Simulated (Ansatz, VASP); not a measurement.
## BAs: VASP beside Ansatz

Contents of POSCAR:

```
BAs
1.0
    0.0000000000      2.2962405090      2.3919171969
    2.3919171969      0.0000000000      2.3919171969
    2.3919171969      2.2962405090      0.0000000000
B As
1 1
Direct
    0.0000000000      0.0000000000      0.0000000000
    0.7500000000      0.7500000000      0.7500000000
```

Contents of INCAR.step1:

```
ALGO = Normal
EDIFF = 1E-4
ENCUT = 520
GGA = PE
ISMEAR = 0
LASPH = True
LCHARG = False
LREAL = False
LWAVE = True
NBANDS = 11
NELM = 60
PREC = Accurate
SIGMA = 0.05
```

INCAR.step2

```
ALGO = Normal
EDIFF = 1E-7
ENCUT = 520
ISIF = 2
ISMEAR = 0
ISTART = 1
LASPH = True
LCHARG = False
LMIXTAU = True
LREAL = False
LWAVE = False
METAGGA = R2SCAN
NBANDS = 11
NELM = 60
PREC = Accurate
SIGMA = 0.05
```

Contents of KPOINTS:

```
k-points
0
Gamma
  10 10 10
```

Input for Ansatz:

```yaml
crystal:
  lattice:
    - [0.0, 2.296240509, 2.3919171969]
    - [2.3919171969, 0.0, 2.3919171969]
    - [2.3919171969, 2.296240509, 0.0]
  atoms:
    - { symbol: B, position: [0.0, 0.0, 0.0] }
    - { symbol: As, position: [0.75, 0.75, 0.75] }
basis:
  ecutwfc: 500
kpoints:
  mp_grid: { grid: [10, 10, 10] }
hamiltonian:
  xc: r2scan
scf:
  occupations: { method: gaussian, width: 0.05 }
output:
  forces: true
  stress: true
  eigenvalues: true
```

Change from the starting cell: strain -0.0400 x Voigt [0, 1, 0, 0, 0, 0], atoms carried along.

Alike in both runs: task single point; functional r2SCAN; k mesh 10 × 10 × 10; occupations gaussian, width 0.05 eV; no spin polarisation.

```csv
,VASP,Ansatz
version,VASP 6.6.1,Ansatz 0.2.0
potentials or method,"VASP PAW PBE potentials, release 64 (B, As), cutoff 520 eV","scalar-relativistic, plane waves, PAW"
valence electrons in the cell,8,18
```

VASP gave:

```
gap on the k mesh at the Fermi level (eV)                     : 0.68
least direct gap on the mesh (eV)                             : 3.03
pressure (GPa)                                                : 6.6
traceless stress, the component that is largest in VASP (GPa) : 5.89
```

Task: Estimate Ansatz's values.

Result: gap on the k mesh at the Fermi level (eV): 0.68; least direct gap on the mesh (eV): 3.03; pressure (GPa): 6.2; traceless stress, the component that is largest in VASP (GPa): 5.91.

VASP's potentials were made for PBE, not for r2SCAN. With one functional, cell and mesh, what is left measures potentials, basis and numerics. VASP's potentials hold 8 valence electrons a cell and Ansatz's 18, so a difference there can come from the potentials and not from the codes.
